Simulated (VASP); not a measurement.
LiF: single point with r2SCAN

The system is LiF.

```
Li F
1.0
     3.08101    0.00000    0.00000
    -1.54051    2.66824    0.00000
     0.00000    0.00000    4.78534
Li F
2 2
Direct
  0.33333 0.66667 0.99257
  0.66667 0.33333 0.49257
  0.33333 0.66667 0.38243
  0.66667 0.33333 0.88243
```

```yaml
Program: VASP 6.6.1
Task: single point
Functional: r2SCAN
Potentials_or_basis: VASP PAW PBE potentials, release 64 (Li_sv, F)
Cutoff: 520 eV
k_mesh: 6 × 6 × 4
Occupations: gaussian, width 0.2 eV
Spin: no spin polarisation
Dipole_correction: no
Further_INCAR_settings: ALGO = Normal; EDIFF = 1e-07; NBANDS = 18
```

```json
{
 "Largest force": "0.003 eV/Å",
 "Band gap on the k mesh": "8.68 eV, direct"
}
```

Forces in eV/Å, atoms in the order of the input:
```
Li   0.000  0.000 -0.003
Li   0.000  0.000 -0.003
F    0.000  0.000  0.003
F    0.000  0.000  0.003
```

Levels at points of the mesh, in eV from the valence-band top:
```csv
k point,band 7,band 8,band 9,band 10,band 11,band 12,band 13,band 14
"(0.00, 0.00, 0.00)",-0.52,-0.19,-0.19,0.00,8.68,13.10,16.53,19.93
"(0.50, 0.00, 0.00)",-1.05,-1.05,-0.55,-0.41,12.04,13.20,15.96,16.20
"(0.00, 0.00, 0.50)",-0.35,-0.35,-0.35,-0.35,10.41,10.41,19.04,19.04
"(0.50, 0.00, 0.50)",-0.74,-0.74,-0.57,-0.57,12.06,12.06,16.04,16.04
```

Run time: 100 s on 1 thread of Oxide Virtual Turin-like Processor (shared host), peak memory 0.12 GiB.

Caveat: the PAW data sets were made with another functional, which shifts forces and pressure a little. r2SCAN opens gaps a little over a GGA but as a rule still falls short of measured ones.
